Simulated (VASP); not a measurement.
# BiB (P6_3mc) in VASP: a series of runs

BiB is run at these levels: PBE; tasks: single point.

Program: VASP 6.6.1. These are calculated values, not measurements. Logs are shortened: lines on timing, memory, paths and dates and some standing lists are left out, and cuts for length are marked.

## (1) The cell of the first run

The structure is hexagonal, space group P6_3mc (No. 186). Conventional cell: a = 3.889 Å, b = 3.889 Å, c = 6.406 Å, α = 90.00°, β = 90.00°, γ = 120.00°. B (site symmetry 3m) has 4 Bi at 2.38 to 2.40 Å within 3.1 Å. Within 3.1 Å of Bi (site symmetry 3m) lie 4 B at 2.38 to 2.40 Å.

## (2) Single point, PBE

Input file INCAR:

```
SYSTEM = BiB
  PREC = Accurate
  ENCUT = 520
  EDIFF = 1E-7
  ISMEAR = -1
  SIGMA = 0.02
  LREAL = .FALSE.
  LASPH = .TRUE.
  NELM = 100
  ALGO = Normal
  ISIF = 2
  LWAVE = .FALSE.
  LCHARG = .FALSE.
  GGA = PE
  NBANDS = 26
```

Input file KPOINTS:

```
Automatic mesh
0
G
  6 6 4
  0 0 0
```

Input file POSCAR:

```
BiB
1.0
    3.8892805388      0.0000000000      0.0000000000
   -1.9446402694      3.3682157491      0.0000000000
    0.0000000000      0.0000000000      6.4061051123
B Bi
2 2
Direct
    0.3333333333      0.6666666667      0.0001118413
    0.6666666667      0.3333333333      0.5001118413
    0.3333333333      0.6666666667      0.3748881587
    0.6666666667      0.3333333333      0.8748881587
```

Potentials or basis: VASP PAW PBE potentials, release 64 (B, Bi_d).

Launch:

```sh
$ cat potpaw_PBE.64/B/POTCAR potpaw_PBE.64/Bi_d/POTCAR > POTCAR
$ mpirun -np 1 vasp_std > vasp.out
```

OUTCAR:

```text
SYSTEM = BiB
   PREC = Accurate
   ENCUT = 520
   EDIFF = 1E-7
   ISMEAR = -1
   LREAL = .FALSE.
   LASPH = .TRUE.
   NELM = 100
   ISIF = 2
   GGA = PE

 ion  position               nearest neighbor table
   1  0.333  0.667  0.000-   4 2.38   4 2.38   4 2.38   3 2.40
   2  0.667  0.333  0.500-   3 2.38   3 2.38   3 2.38   4 2.40
   3  0.333  0.667  0.375-   2 2.38   2 2.38   2 2.38   1 2.40   4 3.91   4 3.91   4 3.91   4 3.91
                             4 3.91   4 3.91
   4  0.667  0.333  0.875-   1 2.38   1 2.38   1 2.38   2 2.40   3 3.91   3 3.91   3 3.91   3 3.91
                             3 3.91   3 3.91

  LATTYP: Found a hexagonal cell.
 ALAT       =     3.8892805388
 C/A-ratio  =     1.6471182905

  Lattice vectors:

 A1 = (   3.8892805388,   0.0000000000,   0.0000000000)
 A2 = (  -1.9446402694,   3.3682157491,   0.0000000000)
 A3 = (   0.0000000000,   0.0000000000,   6.4061051123)

Analysis of symmetry for initial positions (statically):
=====================================================================
 Subroutine PRICEL returns:
 Original cell was already a primitive cell.

 Routine SETGRP: Setting up the symmetry group for a
 hexagonal supercell.

 Subroutine GETGRP returns: Found 12 space group operations
 (whereof  6 operations were pure point group operations)
 out of a pool of 24 trial point group operations.

The static configuration has the point symmetry C_3v.
 The point group associated with its full space group is C_6v.

Analysis of symmetry for dynamics (positions and initial velocities):
=====================================================================
 Subroutine PRICEL returns:
 Original cell was already a primitive cell.

 Routine SETGRP: Setting up the symmetry group for a
 hexagonal supercell.

 Subroutine GETGRP returns: Found 12 space group operations
 (whereof  6 operations were pure point group operations)
 out of a pool of 24 trial point group operations.

The dynamic configuration has the point symmetry C_3v.
 The point group associated with its full space group is C_6v.

 Subroutine INISYM returns: Found 12 space group operations
 (whereof  6 operations are pure point group operations),
 and found     1 'primitive' translations

----------------------------------------------------------------------------------------

                                     Primitive cell

  volume of cell :      83.9196

  direct lattice vectors                    reciprocal lattice vectors
     3.889280539  0.000000000  0.000000000     0.257116963  0.148446548  0.000000000
    -1.944640269  3.368215749  0.000000000     0.000000000  0.296893095  0.000000000
     0.000000000  0.000000000  6.406105112     0.000000000  0.000000000  0.156101091

  length of vectors
     3.889280539  3.889280539  6.406105112     0.296893095  0.296893095  0.156101091

  position of ions in fractional coordinates (direct lattice)
     0.333333333  0.666666667  0.000111841
     0.666666667  0.333333333  0.500111841
     0.333333333  0.666666667  0.374888159
     0.666666667  0.333333333  0.874888159

  ion indices of the primitive-cell ions
   primitive index   ion index
                 1           1
                 2           2
                 3           3
                 4           4

----------------------------------------------------------------------------------------

 KPOINTS: Automatic mesh

Automatic generation of k-mesh.
 Grid dimensions read from file:
 generate k-points for:    6    6    4

 Generating k-lattice:

  Cartesian coordinates                     Fractional coordinates (reciprocal lattice)
     0.042852827  0.024741091  0.000000000     0.166666667  0.000000000  0.000000000
     0.000000000  0.049482183  0.000000000     0.000000000  0.166666667  0.000000000
     0.000000000  0.000000000  0.039025273     0.000000000  0.000000000  0.250000000

  Length of vectors
     0.049482183  0.049482183  0.039025273

  Shift w.r.t. Gamma in fractional coordinates (k-lattice)
     0.000000000  0.000000000  0.000000000

 Subroutine IBZKPT returns following result:
 ===========================================

 Found     21 irreducible k-points:

 Following reciprocal coordinates:
            Coordinates               Weight
  0.000000  0.000000  0.000000      1.000000
  0.166667 -0.000000  0.000000      6.000000
  0.333333  0.000000  0.000000      6.000000
  0.500000 -0.000000  0.000000      3.000000
  0.166667  0.166667  0.000000      6.000000
  0.333333  0.166667  0.000000     12.000000
[... 13 lines left out ...]
  0.333333  0.166667  0.500000     12.000000
  0.333333  0.333333  0.500000      2.000000
   k-points           NKPTS =     21   k-points in BZ     NKDIM =     21   number of bands    NBANDS=     26
   number of dos      NEDOS =    301   number of ions     NIONS =      4
   total plane-waves  NPLWV =  43200
   dimension x,y,z NGX =    30 NGY =   30 NGZ =   48
   dimension x,y,z NGXF=    60 NGYF=   60 NGZF=   96
   ions per type =               2   2
   NGX,Y,Z   is equivalent  to a cutoff of  12.82, 12.82, 12.46 a.u.
   NGXF,Y,Z  is equivalent  to a cutoff of  25.65, 25.65, 24.91 a.u.
 SYSTEM =  BiB
   PREC   = accura    normal or accurate (medium, high low for compatibility)
   ISTART =      0    job   : 0-new  1-cont  2-samecut
   ICHARG =      2    charge: 1-file 2-atom 10-const
   ISPIN  =      1    spin polarized calculation?
   LNONCOLLINEAR =      F non collinear calculations
   LSORBIT =      F    spin-orbit coupling
   LASPH  =      T    aspherical Exc in radial PAW
   ENCUT  =  520.0 eV  38.22 Ry    6.18 a.u.   7.23  7.23 11.91*2*pi/ulx,y,z
   NELM   =    100;   NELMIN=  2; NELMDL= -5     # of ELM steps
   EDIFF  = 0.1E-06   stopping-criterion for ELM
   LREAL  =      F    real-space projection
   EDIFFG = 0.1E-05   stopping-criterion for IOM
   NSW    =      0    number of steps for IOM
   IBRION =     -1    ionic relax: 0-MD 1-quasi-New 2-CG
   NFREE  =      0    steps in history (QN), initial steepest desc. (CG)
   ISIF   =      2    stress and relaxation
   ISYM   =      2    0-nonsym 1-usesym 2-fastsym
   POTIM  = 0.5000    time-step for ionic-motion
   TEBEG  =    0.0;   TEEND  =   0.0 temperature during run
   PSTRESS=    0.0 pullay stress
   NELECT =      36.0000    total number of electrons
   NUPDOWN=      -1.0000    fix difference up-down
   EMIN   =  10.00;   EMAX   =-10.00  energy-range for DOS
   EFERMI =   0.00;   METHOD = LEGACY
   ISMEAR =    -1;   SIGMA  =   0.02  broadening in eV -4-tet -1-fermi 0-gaus
   EFERMI_NEDOS =   21; number of points for ismear=-14 and -15
   IALGO  =     38    algorithm
   IMIX   =      4    mixing-type and parameters
     AMIX     =   0.40;   BMIX     =  1.00
     AMIX_MAG =   1.60;   BMIX_MAG =  1.00
  volume/ion in A,a.u.               =      20.98       141.58
  Fermi-wavevector in a.u.,A,eV,Ry     =   1.234680  2.333208 20.741210  1.524436
  Thomas-Fermi vector in A             =   2.369361
   LORBIT       =      0    0 simple, 1 ext, 2 COOP (PROOUT), +10 PAW based schemes
   GGA     = PE    functional components
   LHFCALC =     F    Hartree Fock is set to
   AEXX    =    0.0000 exact exchange contribution
   IVDW    =     0    specifies the selected vdW correction
   LEPSILON=     F    determine dielectric tensor
   LRPA    =     F    only Hartree local field effects (RPA)
 non-spin polarized calculation
  energy-cutoff  :      520.00
  volume of cell :       83.92
 maximum number of plane-waves:      2276
 NGX is ok and might be reduce to    30
   NGX = 15   NGY = 15   NGZ = 23

 number of electron      36.0000023 magnetization

 Free energy of the ion-electron system (eV)
  ---------------------------------------------------
  ext. energy  EPLUGINS =         0.00000000
  ---------------------------------------------------
  free energy    TOTEN  =       -17.92627708 eV

  energy without entropy =      -17.92575470  energy(sigma->0) =      -17.92601589

 E-fermi :   7.0778     XC(G=0):  -9.9556

 val. band max:        7.0725971029   @ k =   0.0000   0.0000   0.0000
 cond. band min:       7.2440243622   @ k =   0.0000   0.0000   0.2500
 fundamental gap:      0.1714272593
 Fermi energy:         7.0777505378

 k-point     1 :       0.0000    0.0000    0.0000
  band No.  band energies     occupation
      1     -16.1398      2.00000
      2     -16.1347      2.00000
      3     -16.1298      2.00000
      4     -16.1298      2.00000
      5     -16.1180      2.00000
      6     -16.1180      2.00000
[... 18 lines left out ...]
     25      11.8280      0.00000
     26      12.9130      0.00000

 k-point     2 :       0.1667   -0.0000    0.0000
  band No.  band energies     occupation
      1     -16.1440      2.00000
      2     -16.1317      2.00000
      3     -16.1277      2.00000
      4     -16.1199      2.00000
      5     -16.1059      2.00000
      6     -16.1039      2.00000
[... 18 lines left out ...]
     25      12.7734      0.00000
     26      13.2973      0.00000

 k-point     3 :       0.3333    0.0000    0.0000
  band No.  band energies     occupation
      1     -16.1590      2.00000
      2     -16.1347      2.00000
      3     -16.1134      2.00000
      4     -16.1116      2.00000
      5     -16.0866      2.00000
      6     -16.0779      2.00000
[... 18 lines left out ...]
     25      13.5229      0.00000
     26      14.1920      0.00000

 k-point     4 :       0.5000   -0.0000    0.0000
  band No.  band energies     occupation
      1     -16.1657      2.00000
      2     -16.1386      2.00000
      3     -16.1118      2.00000
      4     -16.1096      2.00000
      5     -16.0813      2.00000
      6     -16.0727      2.00000
[... 18 lines left out ...]
     25      14.2112      0.00000
     26      15.0118      0.00000

 k-point     5 :       0.1667    0.1667    0.0000
  band No.  band energies     occupation
      1     -16.1428      2.00000
      2     -16.1375      2.00000
      3     -16.1170      2.00000
      4     -16.1145      2.00000
      5     -16.0931      2.00000
      6     -16.0865      2.00000
[... 18 lines left out ...]
     25      13.3802      0.00000
     26      13.7596      0.00000

 k-point     6 :       0.3333    0.1667    0.0000
  band No.  band energies     occupation
      1     -16.1499      2.00000
      2     -16.1328      2.00000
      3     -16.1185      2.00000
      4     -16.1017      2.00000
      5     -16.0823      2.00000
      6     -16.0754      2.00000
[... 340 lines left out ...]
 k-point    18 :       0.5000   -0.0000    0.5000
  band No.  band energies     occupation
      1     -16.1549      2.00000
      2     -16.1549      2.00000
      3     -16.1048      2.00000
      4     -16.1048      2.00000
      5     -16.0867      2.00000
      6     -16.0867      2.00000
[... 18 lines left out ...]
     25      13.5228      0.00000
     26      13.5228      0.00000

 k-point    19 :       0.1667    0.1667    0.5000
  band No.  band energies     occupation
      1     -16.1428      2.00000
      2     -16.1428      2.00000
      3     -16.1103      2.00000
      4     -16.1103      2.00000
      5     -16.0961      2.00000
      6     -16.0961      2.00000
[... 18 lines left out ...]
     25      12.7287      0.00000
     26      12.7287      0.00000

 k-point    20 :       0.3333    0.1667    0.5000
  band No.  band energies     occupation
      1     -16.1447      2.00000
      2     -16.1447      2.00000
      3     -16.1007      2.00000
      4     -16.1007      2.00000
      5     -16.0911      2.00000
      6     -16.0911      2.00000
[... 18 lines left out ...]
     25      13.4985      0.00000
     26      13.4985      0.00000

 k-point    21 :       0.3333    0.3333    0.5000
  band No.  band energies     occupation
      1     -16.1367      2.00000
      2     -16.1367      2.00000
      3     -16.0970      2.00000
      4     -16.0970      2.00000
      5     -16.0880      2.00000
      6     -16.0880      2.00000
[... 18 lines left out ...]
     25      13.9903      0.00000
     26      13.9903      0.00000

------------------------ aborting loop because EDIFF is reached ----------------------------------------

  FORCE on cell =-STRESS in cart. coord.  units (eV):
  Direction    XX          YY          ZZ          XY          YZ          ZX
  --------------------------------------------------------------------------------------
  -------------------------------------------------------------------------------------
  Total        0.0092399      0.0092399     -0.1697557      0.0000000      0.0000000      0.0000000
  in kB        0.1764064      0.1764064     -3.2409457      0.0000000      0.0000000      0.0000000
  external PRESSURE =      -0.9627110 kB  Pullay stress =       0.0000000 kB

 VOLUME and BASIS-vectors are now :
 -----------------------------------------------------------------------------
  energy-cutoff  :      520.00
  volume of cell :       83.92
      direct lattice vectors                 reciprocal lattice vectors
     3.889280539  0.000000000  0.000000000     0.257116963  0.148446548  0.000000000
    -1.944640269  3.368215749  0.000000000     0.000000000  0.296893095  0.000000000
     0.000000000  0.000000000  6.406105112     0.000000000  0.000000000  0.156101091

 POSITION                                       TOTAL-FORCE (eV/Angst)
 -----------------------------------------------------------------------------------
     -0.00000      2.24548      0.00072         0.000000      0.000000     -0.003446
      1.94464      1.12274      3.20377        -0.000000     -0.000000     -0.003446
     -0.00000      2.24548      2.40157         0.000000      0.000000      0.003446
      1.94464      1.12274      5.60463        -0.000000     -0.000000      0.003446
 -----------------------------------------------------------------------------------
    total drift:                               -0.000000      0.000000      0.000189

  FREE ENERGIE OF THE ION-ELECTRON SYSTEM (eV)
  ---------------------------------------------------
  free  energy   TOTEN  =       -17.9262770824 eV

  energy  without entropy=      -17.9257546972  energy(sigma->0) =      -17.92601589
```

Wall time 42 s (1 thread of Intel Xeon 6975P-C, shared host); peak memory 0.21 GiB.

What came out:

| Item | Value |
| --- | --- |
| Free energy | -17.9263 eV |
| Pressure | -0.1 GPa |
| Largest force | 0.003 eV/Å |

Forces on the atoms (eV/Å):
```
B    0.000  0.000 -0.003
B    0.000  0.000 -0.003
Bi   0.000  0.000  0.003
Bi   0.000  0.000  0.003
```

Levels at points of the mesh, in eV from the Fermi level:
```tsv
k point	band 16	band 17	band 18	band 19	band 20	band 21
(0.00, 0.00, 0.00)	-0.23	-0.02	-0.02	-0.01	0.19	2.50
(0.50, 0.00, 0.00)	-3.49	-3.09	-1.70	0.59	1.57	3.15
(0.00, 0.00, 0.50)	-1.03	-1.03	-1.03	0.67	0.67	3.61
(0.50, 0.00, 0.50)	-2.81	-2.74	-2.74	0.58	0.58	2.31
```

Caveat: spin-orbit coupling is left out, which moves the levels of the heavy elements.

## (3) Single point, PBE (volume changed by +3%)

Input file INCAR:

```
SYSTEM = BiB
  ALGO = Normal
  EDIFF = 1E-7
  ENCUT = 520
  GGA = PE
  ISIF = 2
  ISMEAR = -1
  LASPH = .True.
  LCHARG = .False.
  LREAL = .False.
  LWAVE = .False.
  NBANDS = 26
  NELM = 60
  PREC = Accurate
  SIGMA = 0.02
```

Input file KPOINTS:

```
k-points
0
Gamma
  6 6 4
  0 0 0
```

Input file POSCAR:

```
BiB
1.0
    3.9277907714      0.0000000000      0.0000000000
   -1.9638953857      3.4015665888      0.0000000000
    0.0000000000      0.0000000000      6.4695360208
B Bi
2 2
Direct
    0.3333333333      0.6666666667      0.0001118413
    0.6666666667      0.3333333333      0.5001118413
    0.3333333333      0.6666666667      0.3748881587
    0.6666666667      0.3333333333      0.8748881587
```

Potentials or basis: VASP PAW PBE potentials, release 64 (B, Bi_d).

Launch:

```sh
$ cat potpaw_PBE.64/B/POTCAR potpaw_PBE.64/Bi_d/POTCAR > POTCAR
$ mpirun -np 1 vasp_std > vasp.out
```

Run time: 50 s. Hardware: 1 thread of Intel Xeon 6975P-C, shared host; peak memory 0.21 GiB.

Results (log left out):

| Quantity | Value |
| --- | --- |
| Free energy | -17.9100 eV |
| Pressure | -2.0 GPa |
| Largest force | 0.005 eV/Å |
| Band gap on the k mesh | 0.02 eV, direct |

Forces on the atoms (eV/Å):
```
B    0.000  0.000 -0.005
B    0.000  0.000 -0.005
Bi   0.000  0.000  0.005
Bi   0.000  0.000  0.005
```

Stress tensor (GPa, compression positive):
```
-1.87  0.00  0.00
 0.00 -1.87  0.00
 0.00  0.00 -2.27
```

Levels at points of the mesh, in eV from the valence-band top:
```
           k point  band 14  band 15  band 16  band 17  band 18  band 19  band 20  band 21  band 22  band 23
(0.00, 0.00, 0.00)    -1.61    -1.61    -0.18    -0.05     0.00     0.02     0.02     2.51     2.51     2.91
(0.50, 0.00, 0.00)    -6.52    -4.84    -3.33    -2.94    -1.61     0.63     1.52     3.19     4.05     4.65
(0.00, 0.00, 0.50)    -4.71    -0.96    -0.96    -0.96    -0.96     0.61     0.61     3.59     3.59     3.59
(0.50, 0.00, 0.50)    -7.52    -2.70    -2.70    -2.62    -2.62     0.58     0.58     2.34     2.34     6.06
```

Caveat: spin-orbit coupling is left out, which moves the levels of the heavy elements.

## (4) Single point, PBE (volume changed by +6%)

Input file INCAR:

```
SYSTEM = BiB
  PREC = Accurate
  ENCUT = 520
  EDIFF = 1E-7
  ISMEAR = -1
  SIGMA = 0.02
  LREAL = .False.
  LASPH = .True.
  NELM = 80
  ALGO = Normal
  ISIF = 2
  LWAVE = .False.
  LCHARG = .True.
  GGA = PE
  LELF = .True.
  LVHAR = .True.
  NBANDS = 26
```

Input file KPOINTS:

```
Automatic mesh
0
Gamma
  6 6 4
  0 0 0
```

Input file POSCAR:

```
BiB
1.0
    3.9655603074      0.0000000000      0.0000000000
   -1.9827801537      3.4342759664      0.0000000000
    0.0000000000      0.0000000000      6.5317469143
B Bi
2 2
Direct
    0.3333333333      0.6666666667      0.0001118413
    0.6666666667      0.3333333333      0.5001118413
    0.3333333333      0.6666666667      0.3748881587
    0.6666666667      0.3333333333      0.8748881587
```

Launch:

```sh
$ cat potpaw_PBE.64/B/POTCAR potpaw_PBE.64/Bi_d/POTCAR > POTCAR
$ mpirun -np 1 vasp_std > vasp.out
```

Run time: 62 s. Hardware: 1 thread of Intel Xeon 6975P-C, shared host; peak memory 0.22 GiB.

Results (log left out):

- Free energy: -17.8669 eV
- Pressure: -3.6 GPa
- Largest force: 0.005 eV/Å
- Band gap on the k mesh: 0.15 eV, direct

Forces in eV/Å, atoms in the order of the input:
```
B    0.000  0.000 -0.005
B    0.000  0.000 -0.005
Bi   0.000  0.000  0.005
Bi   0.000  0.000  0.005
```

Stress tensor (GPa, compression positive):
```
-3.52  0.00  0.00
 0.00 -3.52  0.00
 0.00  0.00 -3.87
```

Levels at points of the mesh, in eV from the valence-band top:
| k point | band 15 | band 16 | band 17 | band 18 | band 19 | band 20 | band 21 | band 22 |
| --- | --- | --- | --- | --- | --- | --- | --- | --- |
| (0.00, 0.00, 0.00) | -1.43 | -0.09 | -0.04 | 0.00 | 0.15 | 0.15 | 2.61 | 2.61 |
| (0.50, 0.00, 0.00) | -4.56 | -3.09 | -2.71 | -1.43 | 0.77 | 1.56 | 3.32 | 4.13 |
| (0.00, 0.00, 0.50) | -0.79 | -0.79 | -0.79 | -0.79 | 0.65 | 0.65 | 3.67 | 3.67 |
| (0.50, 0.00, 0.50) | -2.49 | -2.49 | -2.40 | -2.40 | 0.68 | 0.68 | 2.47 | 2.47 |

Caveat: spin-orbit coupling is left out, which moves the levels of the heavy elements. A k mesh can miss the band edges.

## (5) Summary

```csv
cell,gap on the mesh (eV),pressure (GPa)
"a = 3.889, b = 3.889, c = 6.406 Å, angles 90.0, 90.0, 120.0°, 4 atoms",-,-0.1
"a = 3.928, b = 3.928, c = 6.470 Å, angles 90.0, 90.0, 120.0°, 4 atoms",0.02,-2.0
"a = 3.966, b = 3.966, c = 6.532 Å, angles 90.0, 90.0, 120.0°, 4 atoms",0.15,-3.6
```

Alike in all rows: task single point; level PBE; potentials or basis VASP PAW PBE potentials, release 64 (B, Bi_d); no spin polarisation; k mesh 6 × 6 × 4; cutoff (eV) 520; smearing fermi-dirac 0.02 eV.

Caveats: spin-orbit coupling is left out, which moves the levels of the heavy elements.

Absolute energies hang on the potentials; compare differences alone.
